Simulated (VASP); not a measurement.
Input of a VASP 6.6.1 run:

Contents of INCAR:

```
SYSTEM = Ti2O
PREC     = Accurate       ! precision mode
ENCUT    = 600            ! plane-wave cutoff, eV
EDIFF    = 1E-6           ! SCF threshold, eV
ISMEAR   = 0              ! smearing method
SIGMA    = 0.1            ! smearing width, eV
LREAL    = .FALSE.        ! projectors in reciprocal space
LASPH    = .TRUE.         ! aspherical terms in the spheres
NELM     = 60             ! most SCF steps
ALGO     = Normal         ! electronic algorithm
ISIF     = 3              ! what is computed and relaxed
LWAVE    = .FALSE.        ! write WAVECAR
LCHARG   = .FALSE.        ! write CHGCAR
GGA      = PS             ! functional
IBRION   = 2              ! ionic algorithm
NSW      = 70             ! ionic steps
EDIFFG   = -0.008         ! ionic threshold
PSTRESS  = 300.0
```

Contents of KPOINTS:

```
regular mesh
0
G
  18 18 10
  0 0 0
```

Contents of POSCAR:

```
Ti2O
1.0
    2.8317115935      0.0000000000      0.0000000000
   -1.4158557967      2.4523341762      0.0000000000
    0.0000000000      0.0000000000      4.5518492112
Ti O
2 1
Direct
    0.6666666667      0.3333333333      0.2654247830
    0.3333333333      0.6666666667      0.7345752170
    0.0000000000      0.0000000000      0.0000000000
```

Potentials or basis: VASP PAW PBE potentials, release 64 (Ti_sv, O).

Run with:

```bash
$ cat potpaw_PBE.64/Ti_sv/POTCAR potpaw_PBE.64/O/POTCAR > POTCAR
$ mpirun -np 1 vasp_std > vasp.out
```

Problem. Predict the relaxed cell.

Solution. a = 2.829 Å, b = 2.829 Å, c = 4.574 Å, α = 90.00°, β = 90.00°, γ = 120.00°.

Problem. Predict the space group after relaxing (to 0.1 Å).

Solution. P-3m1 (No. 164).

Problem. Estimate the relaxed volume.

Solution. 10.57 Å³/atom.

Final structure:
```xyz
3
Lattice="2.8290 0.0000 0.0000 -1.4145 2.4500 0.0000 0.0000 0.0000 4.5735" Properties=species:S:1:pos:R:3 pbc="T T T"
Ti    1.4145    0.8167    1.2268
Ti    0.0000    1.6333    3.3467
O    -1.4145    2.4500    0.0000
```

Caveat: the cell is relaxed towards a set pressure, so the run minimises the enthalpy, not the energy; the PAW data sets were made with another functional, which shifts forces and pressure a little.
